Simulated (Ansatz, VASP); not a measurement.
Given: the input of a run of Ansatz 0.2.0 on Pd.

The input input.yaml:

```yaml
crystal:
  lattice:
    - [2.838260574, 0.0, 0.0]
    - [-1.419130287, 2.4580057597, 0.0]
    - [0.0, 0.0, 4.7196786564]
  atoms:
    - { symbol: Pd, position: [0.3333333333, 0.6666666667, 0.25] }
    - { symbol: Pd, position: [0.6666666667, 0.3333333333, 0.75] }
kpoints:
  mp_grid: { grid: [11, 11, 6] }
scf:
  occupations: { method: fermi_dirac, width: 0.05 }
hamiltonian:
  xc: lda
  pseudopotentials: { kind: all_electron, lapw: { basis_error: 0.001 } }
output:
  forces: true
  stress: true
  eigenvalues: true
```

Potentials or basis: all-electron LAPW, scalar-relativistic.

Run with:

```console
$ ansatz run input.yaml --threads 1 --pin off --max-ram 3072MiB --backend cpu --events-out ev --progress --plain --runs-dir out
```

Task: Translate it to VASP 6.6.1. Potentials there: VASP PAW LDA potentials, release 64 (Pd).

Result: As run (the cutoff follows the program's own potentials):

INCAR

```
PREC     = Accurate       # precision mode
ENCUT    = 520            # plane-wave cutoff, eV
EDIFF    = 1E-6           # SCF threshold, eV
ISMEAR   = -1             # smearing method
SIGMA    = 0.05           # smearing width, eV
LREAL    = False          # projectors in reciprocal space
LASPH    = True           # aspherical terms in the spheres
NELM     = 80             # most SCF steps
ALGO     = Fast           # electronic algorithm
ISIF     = 2              # what is computed and relaxed
LWAVE    = False          # write WAVECAR
LCHARG   = False          # write CHGCAR
GGA      = CA             # functional
NBANDS   = 17             # bands
```

KPOINTS

```
regular mesh
0
Gamma
  11 11 6
```

Contents of POSCAR:

```
Pd
1.0
    2.8382605740      0.0000000000      0.0000000000
   -1.4191302870      2.4580057597      0.0000000000
    0.0000000000      0.0000000000      4.7196786564
Pd
2
Direct
    0.3333333333      0.6666666667      0.2500000000
    0.6666666667      0.3333333333      0.7500000000
```

Potentials or basis: VASP PAW LDA potentials, release 64 (Pd).

Launch:

```console
$ cat potpaw_LDA.64/Pd/POTCAR > POTCAR
$ mpirun -np 1 vasp_std > vasp.out
```

Both were run:

|  | VASP | Ansatz | Ansatz less VASP |
| --- | --- | --- | --- |
| gap on the k mesh at the Fermi level (eV) | none | none | - |
| pressure (GPa) | -21.8 | -22.1 | -0.29 |
| traceless stress, the component that is largest in VASP (GPa) | 0.35 | 0.46 | +0.108 |

LDA's correlation is that of Perdew and Zunger in VASP and of Perdew and Wang (1992) in Ansatz. A gap of «none» marks a metal or a gap that the smearing closes. Ansatz ran all-electron here, and VASP with PAW potentials.
